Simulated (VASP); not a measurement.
# H2CO2 in VASP: further runs

H2CO2 is run at these levels: PBE+D3(BJ); tasks: single point, relaxation of the atoms.

Everything below comes from runs of VASP 6.6.1. Logs are shortened: lines on timing, memory, paths and dates and some standing lists are left out, and cuts for length are marked.

## 1. The cell of the first run

The cell holds an amorphous packing of atoms, 30 atoms: a = 7.230 Å, b = 7.230 Å, c = 7.230 Å, α = 90.00°, β = 90.00°, γ = 90.00°.

## 2. Single point, PBE+D3(BJ)

INCAR

```
SYSTEM = H2CO2
PREC     = Accurate       ! precision mode
ENCUT    = 520            ! plane-wave cutoff, eV
EDIFF    = 1E-6           ! SCF threshold, eV
ISMEAR   = -1             ! smearing method
SIGMA    = 0.05           ! smearing width, eV
LREAL    = Auto         
LASPH    = .TRUE.         ! aspherical terms in the spheres
NELM     = 60             ! most SCF steps
ALGO     = Normal         ! electronic algorithm
ISIF     = 2              ! what is computed and relaxed
LWAVE    = .FALSE.        ! write WAVECAR
LCHARG   = .FALSE.        ! write CHGCAR
GGA      = PE             ! functional
IVDW     = 12             ! dispersion correction
NBANDS   = 75             ! bands
```

KPOINTS

```
regular mesh
0
G
  1 1 1
  0 0 0
```

POSCAR

```
H2CO2
1.0
    7.2304270000      0.0000000000      0.0000000000
    0.0000000000      7.2304270000      0.0000000000
    0.0000000000      0.0000000000      7.2304270000
O C H
12 6 12
Direct
    0.4658922633      0.1941932337      0.8420664506
    0.3438109534      0.3645151248      0.5989272833
    0.7793315664      0.2090747891      0.3489005559
    0.9432223021      0.4496691551      0.2590303450
    0.3593702004      0.7216447936      0.6832514871
    0.6346928058      0.8425228552      0.5973091216
    1.0784148709      0.4557545495      0.7910459507
    0.7959004358      0.3473930378      0.6826567781
    0.2923478793      0.6635845988      0.0927331124
    0.4938435863      0.4488254981      0.1569755147
    0.7530813879      1.0017942232      1.0718039197
    0.9930533840      1.0444473058      0.8663665369
    0.4421868861      0.2333610449      0.6593248227
    0.9356570504      0.3109913149      0.3437832925
    0.4766385166      0.8243634850      0.5569795532
    0.8939029465      0.4348567519      0.7925672993
    0.4023137223      0.5837691190      0.2056863308
    0.9201669556      0.9398615047      0.9845200014
    0.4104045307      0.3014759709      0.8872366736
    0.5486951186      0.1588011330      0.5671864193
    0.7157115340      0.2499714056      0.2299449258
    1.0498273477      0.2544662992      0.4105428352
    0.3011163794      0.6212634468      0.6122045074
    0.4060756025      0.9087291802      0.4560726497
    1.1318418677      0.3654417644      0.7139135766
    0.8478475753      0.5125146827      0.9047736738
    0.3155276998      0.5983325743     -0.0183391659
    0.3803233198      0.6190782370      0.3477941206
    0.7263471438      1.0908899295      0.9653371786
    0.9703023072      0.8162311852      1.0490390125
```

Potentials or basis: VASP PAW PBE potentials, release 64 (O, C, H).

On the command line:

```sh
$ cat potpaw_PBE.64/O/POTCAR potpaw_PBE.64/C/POTCAR potpaw_PBE.64/H/POTCAR > POTCAR
$ mpirun -np 1 vasp_gam > vasp.out
```

OUTCAR:

```text
SYSTEM = H2CO2
   PREC = Accurate
   ENCUT = 520
   EDIFF = 1E-6
   ISMEAR = -1
   LREAL = Auto
   LASPH = .TRUE.
   NELM = 60
   ISIF = 2
   GGA = PE
   IVDW = 12
 IVDW          = 12

 ion  position               nearest neighbor table
   1  0.466  0.194  0.842-  19 0.93  13 1.36
   2  0.344  0.365  0.599-  13 1.26
   3  0.779  0.209  0.349-  21 1.02  14 1.35
   4  0.943  0.450  0.259-  14 1.18
   5  0.359  0.722  0.683-  23 0.98  15 1.45
   6  0.635  0.843  0.597-  15 1.19
   7  0.078  0.456  0.791-  25 0.94  16 1.34
   8  0.796  0.347  0.683-  16 1.24
   9  0.292  0.664  0.093-  27 0.95  17 1.28
  10  0.494  0.449  0.157-  17 1.23
  11  0.753  0.002  0.072-  29 1.02  18 1.43
  12  0.993  0.044  0.866-  18 1.26
  13  0.442  0.233  0.659-  20 1.15   2 1.26   1 1.36
  14  0.936  0.311  0.344-  22 1.04   4 1.18   3 1.35
  15  0.477  0.824  0.557-  24 1.08   6 1.19   5 1.45
  16  0.894  0.435  0.793-  26 1.04   8 1.24   7 1.34
  17  0.402  0.584  0.206-  28 1.07  10 1.23   9 1.28
  18  0.920  0.940  0.985-  30 1.07  12 1.26  11 1.43
  19  0.410  0.301  0.887-   1 0.93
  20  0.549  0.159  0.567-  13 1.15
  21  0.716  0.250  0.230-   3 1.02
  22  0.050  0.254  0.411-  14 1.04
  23  0.301  0.621  0.612-   5 0.98
  24  0.406  0.909  0.456-  15 1.08
  25  0.132  0.365  0.714-   7 0.94
  26  0.848  0.513  0.905-  16 1.04
  27  0.316  0.598  0.982-   9 0.95
  28  0.380  0.619  0.348-  17 1.07
  29  0.726  0.091  0.965-  11 1.02
  30  0.970  0.816  0.049-  18 1.07

  LATTYP: Found a simple cubic cell.
 ALAT       =     7.2304270000

  Lattice vectors:

 A1 = (   7.2304270000,   0.0000000000,   0.0000000000)
 A2 = (   0.0000000000,   7.2304270000,   0.0000000000)
 A3 = (   0.0000000000,   0.0000000000,   7.2304270000)

Analysis of symmetry for initial positions (statically):
=====================================================================
 Subroutine PRICEL returns:
 Original cell was already a primitive cell.

 Routine SETGRP: Setting up the symmetry group for a
 simple cubic supercell.

 Subroutine GETGRP returns: Found  1 space group operations
 (whereof  1 operations were pure point group operations)
 out of a pool of 48 trial point group operations.

The static configuration has the point symmetry C_1 .

Analysis of symmetry for dynamics (positions and initial velocities):
=====================================================================
 Subroutine PRICEL returns:
 Original cell was already a primitive cell.

 Routine SETGRP: Setting up the symmetry group for a
 simple cubic supercell.

 Subroutine GETGRP returns: Found  1 space group operations
 (whereof  1 operations were pure point group operations)
 out of a pool of 48 trial point group operations.

The dynamic configuration has the point symmetry C_1 .

 Subroutine INISYM returns: Found  1 space group operations
 (whereof  1 operations are pure point group operations),
 and found     1 'primitive' translations

----------------------------------------------------------------------------------------

                                     Primitive cell

  volume of cell :     378.0000

  direct lattice vectors                    reciprocal lattice vectors
     7.230427000  0.000000000  0.000000000     0.138304418  0.000000000  0.000000000
     0.000000000  7.230427000  0.000000000     0.000000000  0.138304418  0.000000000
     0.000000000  0.000000000  7.230427000     0.000000000  0.000000000  0.138304418

  length of vectors
     7.230427000  7.230427000  7.230427000     0.138304418  0.138304418  0.138304418

  position of ions in fractional coordinates (direct lattice)
     0.465892263  0.194193234  0.842066451
     0.343810953  0.364515125  0.598927283
     0.779331566  0.209074789  0.348900556
     0.943222302  0.449669155  0.259030345
     0.359370200  0.721644794  0.683251487
     0.634692806  0.842522855  0.597309122
[... 22 lines left out ...]
     0.726347144  0.090889930  0.965337179
     0.970302307  0.816231185  0.049039013

  ion indices of the primitive-cell ions
   primitive index   ion index
                 1           1
                 2           2
                 3           3
                 4           4
                 5           5
                 6           6
[... 22 lines left out ...]
                29          29
                30          30

----------------------------------------------------------------------------------------

 KPOINTS: regular mesh

Automatic generation of k-mesh.
 Grid dimensions read from file:
 generate k-points for:    1    1    1

 Generating k-lattice:

  Cartesian coordinates                     Fractional coordinates (reciprocal lattice)
     0.138304418  0.000000000  0.000000000     1.000000000  0.000000000  0.000000000
     0.000000000  0.138304418  0.000000000     0.000000000  1.000000000  0.000000000
     0.000000000  0.000000000  0.138304418     0.000000000  0.000000000  1.000000000

  Length of vectors
     0.138304418  0.138304418  0.138304418

  Shift w.r.t. Gamma in fractional coordinates (k-lattice)
     0.000000000  0.000000000  0.000000000

 Subroutine IBZKPT returns following result:
 ===========================================

 Found      1 irreducible k-points:

 Following reciprocal coordinates:
            Coordinates               Weight
  0.000000  0.000000  0.000000      1.000000
   k-points           NKPTS =      1   k-points in BZ     NKDIM =      1   number of bands    NBANDS=     75
   number of dos      NEDOS =    301   number of ions     NIONS =     30
   total plane-waves  NPLWV = 157464
   dimension x,y,z NGX =    54 NGY =   54 NGZ =   54
   dimension x,y,z NGXF=   108 NGYF=  108 NGZF=  108
   ions per type =              12   6  12
   NGX,Y,Z   is equivalent  to a cutoff of  12.42, 12.42, 12.42 a.u.
   NGXF,Y,Z  is equivalent  to a cutoff of  24.83, 24.83, 24.83 a.u.
 SYSTEM =  H2CO2
   PREC   = accura    normal or accurate (medium, high low for compatibility)
   ISTART =      0    job   : 0-new  1-cont  2-samecut
   ICHARG =      2    charge: 1-file 2-atom 10-const
   ISPIN  =      1    spin polarized calculation?
   LNONCOLLINEAR =      F non collinear calculations
   LSORBIT =      F    spin-orbit coupling
   LASPH  =      T    aspherical Exc in radial PAW
   ENCUT  =  520.0 eV  38.22 Ry    6.18 a.u.  13.44 13.44 13.44*2*pi/ulx,y,z
   NELM   =     60;   NELMIN=  2; NELMDL= -5     # of ELM steps
   EDIFF  = 0.1E-05   stopping-criterion for ELM
   LREAL  =      T    real-space projection
   EDIFFG = 0.1E-04   stopping-criterion for IOM
   NSW    =      0    number of steps for IOM
   IBRION =     -1    ionic relax: 0-MD 1-quasi-New 2-CG
   NFREE  =      0    steps in history (QN), initial steepest desc. (CG)
   ISIF   =      2    stress and relaxation
   ISYM   =      2    0-nonsym 1-usesym 2-fastsym
   POTIM  = 0.5000    time-step for ionic-motion
   TEBEG  =    0.0;   TEEND  =   0.0 temperature during run
   PSTRESS=    0.0 pullay stress
   NELECT =     108.0000    total number of electrons
   NUPDOWN=      -1.0000    fix difference up-down
   EMIN   =  10.00;   EMAX   =-10.00  energy-range for DOS
   EFERMI =   0.00;   METHOD = LEGACY
   ISMEAR =    -1;   SIGMA  =   0.05  broadening in eV -4-tet -1-fermi 0-gaus
   EFERMI_NEDOS =   21; number of points for ismear=-14 and -15
   IALGO  =     38    algorithm
   IMIX   =      4    mixing-type and parameters
     AMIX     =   0.40;   BMIX     =  1.00
     AMIX_MAG =   1.60;   BMIX_MAG =  1.00
  volume/ion in A,a.u.               =      12.60        85.03
  Fermi-wavevector in a.u.,A,eV,Ry     =   1.078248  2.037594 15.818399  1.162620
  Thomas-Fermi vector in A             =   2.214182
   LORBIT       =      0    0 simple, 1 ext, 2 COOP (PROOUT), +10 PAW based schemes
   GGA     = PE    functional components
   LHFCALC =     F    Hartree Fock is set to
   AEXX    =    0.0000 exact exchange contribution
   IVDW    =    12    specifies the selected vdW correction
   LEPSILON=     F    determine dielectric tensor
   LRPA    =     F    only Hartree local field effects (RPA)
 non-spin polarized calculation
  energy-cutoff  :      520.00
  volume of cell :      378.00
 maximum number of plane-waves:      5066
 NGX is ok and might be reduce to    54
   NGX = 27   NGY = 27   NGZ = 27

 number of electron     107.9999999 magnetization

 Free energy of the ion-electron system (eV)
  ---------------------------------------------------
  ext. energy  EPLUGINS =         0.00000000
  ---------------------------------------------------
  free energy    TOTEN  =      -177.08991057 eV

  energy without entropy =     -177.08991057  energy(sigma->0) =     -177.08991057

 E-fermi :  -1.2042     XC(G=0):  -6.9563

 val. band max:       -2.4792450478   @ k =   0.0000   0.0000   0.0000
 cond. band min:       0.9507288107   @ k =   0.0000   0.0000   0.0000
 fundamental gap:      3.4299738585
 Fermi energy:        -1.2042347306

 k-point     1 :       0.0000    0.0000    0.0000
  band No.  band energies     occupation
      1     -25.3845      2.00000
      2     -24.8821      2.00000
      3     -24.1381      2.00000
      4     -23.8621      2.00000
      5     -23.8514      2.00000
      6     -23.3739      2.00000
[... 58 lines left out ...]
     65       5.1908      0.00000
     66       5.8327      0.00000
 [bands above 66 left out]

------------------------ aborting loop because EDIFF is reached ----------------------------------------

 Edisp (eV)   -1.38851

 E8    (eV) :    -0.3238

  FORCE on cell =-STRESS in cart. coord.  units (eV):
  Direction    XX          YY          ZZ          XY          YZ          ZX
  --------------------------------------------------------------------------------------
  -------------------------------------------------------------------------------------
  Total       4.18279     7.84899     4.92731    -4.39690     5.85251     0.78485
  in kB      17.72902    33.26843    20.88471   -18.63654    24.80622     3.32665
  external pressure =       23.96 kB  Pullay stress =        0.00 kB

 VOLUME and BASIS-vectors are now :
 -----------------------------------------------------------------------------
  energy-cutoff  :      520.00
  volume of cell :      378.00
      direct lattice vectors                 reciprocal lattice vectors
     7.230427000  0.000000000  0.000000000     0.138304418  0.000000000  0.000000000
     0.000000000  7.230427000  0.000000000     0.000000000  0.138304418  0.000000000
     0.000000000  0.000000000  7.230427000     0.000000000  0.000000000  0.138304418

 POSITION                                       TOTAL-FORCE (eV/Angst)
 -----------------------------------------------------------------------------------
      3.36860      1.40410      6.08850         0.250954     -1.447298     -2.684967
      2.48590      2.63560      4.33050         1.210065     -2.543782      0.677545
      5.63490      1.51170      2.52270        -0.205019     -0.090224     -1.240035
      6.81990      3.25130      1.87290         0.788999      3.805913     -2.300002
      2.59840      5.21780      4.94020         0.791670      0.596736     -1.701734
      4.58910      6.09180      4.31880         1.642036      0.172247     -0.105132
[... 22 lines left out ...]
      5.25180      0.65717      6.97980        -0.627651     -0.373000      1.317741
      7.01570      5.90170      0.35457         0.514426     -0.866613      0.126521
 -----------------------------------------------------------------------------------
    total drift:                               -0.009639     -0.010882     -0.012019

  FREE ENERGIE OF THE ION-ELECTRON SYSTEM (eV)
  ---------------------------------------------------
  free  energy   TOTEN  =      -178.4784230543 eV

  energy  without entropy=     -178.4784230543  energy(sigma->0) =     -178.47842305
```

Run time: 33 s. Hardware: 1 thread of Intel Xeon 6975P-C (Granite Rapids), shared host; peak memory 0.35 GiB.

Results:

```
Free energy                : -178.4784 eV
Pressure                   : 2.4 GPa
Largest force              : 4.516 eV/Å
Band gap on the k mesh     : 3.43 eV
Dispersion energy per atom : -0.046 eV
```

Forces on the atoms (eV/Å):
```
O    0.251 -1.447 -2.685
O    1.210 -2.544  0.678
O   -0.205 -0.090 -1.240
O    0.789  3.806 -2.300
O    0.792  0.597 -1.702
O    1.642  0.172 -0.105
O   -1.511  0.834  1.339
O    1.479  0.984  1.240
O   -1.538  2.622  0.299
O    0.683 -0.057  0.104
O    1.545 -0.591 -3.274
O   -0.777 -2.524  1.790
C    1.610  0.936 -1.668
C   -2.226 -1.935  0.671
C   -1.327 -0.844  2.794
C   -0.426 -0.896 -1.809
C    0.623 -2.798  0.553
C   -0.655  3.745 -0.588
H   -1.187  2.089  2.498
H   -1.277  0.430  0.804
H    0.041 -0.247  1.669
H    1.572 -1.184  1.472
H   -0.272  0.117  0.353
H   -0.668  0.017 -0.852
H    1.216 -1.234 -1.633
H   -1.359  1.114  1.725
H   -0.166 -0.351 -2.419
H    0.255  0.520  0.843
H   -0.628 -0.373  1.318
H    0.514 -0.867  0.127
```

Caveat: the k points lie up to 0.87 Å⁻¹ apart.

(Continued in part 2 of 2.)
